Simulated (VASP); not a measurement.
## CaO: single point with LDA

The system is CaO.

```
Ca O
1.0
     0.00000    2.45350    2.45350
     2.45350    0.00000    2.45350
     2.45350    2.45350    0.00000
Ca O
1 1
Cartesian
  0.0000 0.0000 0.0000
  2.4535 2.4535 2.4535
```

```
Program                : VASP 6.6.1
Task                   : single point
Functional             : LDA
Potentials or basis    : VASP PAW LDA potentials, release 64 (Ca_sv, O)
Cutoff                 : 520 eV
k mesh                 : 6 × 6 × 6
Occupations            : gaussian, width 0.1 eV
Spin                   : no spin polarisation
Dipole correction      : no
Further INCAR settings : ALGO = Normal; EDIFF = 1e-06; NBANDS = 15
```

The pressure is -11.6 GPa and the band gap on the k mesh is 3.48 eV (least direct gap 3.87 eV).

Levels at points of the mesh, in eV from the valence-band top:
| k point | band 6 | band 7 | band 8 | band 9 | band 10 | band 11 |
| --- | --- | --- | --- | --- | --- | --- |
| (0.00, 0.00, 0.00) | 0.00 | 0.00 | 0.00 | 4.08 | 5.96 | 5.96 |
| (0.50, 0.00, 0.00) | -2.56 | -1.11 | -1.11 | 6.67 | 7.85 | 7.97 |
| (0.50, 0.50, 0.00) | -1.33 | -0.39 | -0.39 | 3.48 | 7.56 | 8.52 |

It took 4.8 s on 1 thread of AMD EPYC 9R45 96-Core Processor (Zen 5), with other jobs on the host, peak memory 0.11 GiB.

Caveat: the cell stands under tension. Expect the measured gap to be larger: semilocal functionals such as LDA lack the derivative discontinuity.
